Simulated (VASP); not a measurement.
Input of a VASP 6.6.1 run:

Contents of INCAR:

```
  PREC = Accurate
  ENCUT = 520
  EDIFF = 1E-6
  ISMEAR = 1
  SIGMA = 0.1
  LREAL = F
  LASPH = T
  NELM = 100
  ALGO = Normal
  ISIF = 2
  LWAVE = F
  LCHARG = F
  GGA = PE
  IVDW = 12
  NBANDS = 14
```

File KPOINTS:

```
Automatic mesh
0
Gamma
  7 7 7
```

POSCAR

```
ZrB
1.0
    0.0000000000      2.4304085011      2.4304085011
    2.4304085011      0.0000000000      2.4304085011
    2.4304085011      2.4304085011      0.0000000000
Zr B
1 1
Direct
    0.5000000000      0.5000000000      0.5000000000
    0.0000000000      0.0000000000      0.0000000000
```

Potentials or basis: VASP PAW PBE potentials, release 64 (Zr_sv, B).

Launch:

```bash
$ cat potpaw_PBE.64/Zr_sv/POTCAR potpaw_PBE.64/B/POTCAR > POTCAR
$ mpirun -np 1 vasp_std > vasp.out
```

Predict the pressure.

0.1 GPa.

What does it give for the dispersion energy per atom?

-0.392 eV.

Caveat: pairwise dispersion overbinds metals, which lowers pressure and volume.
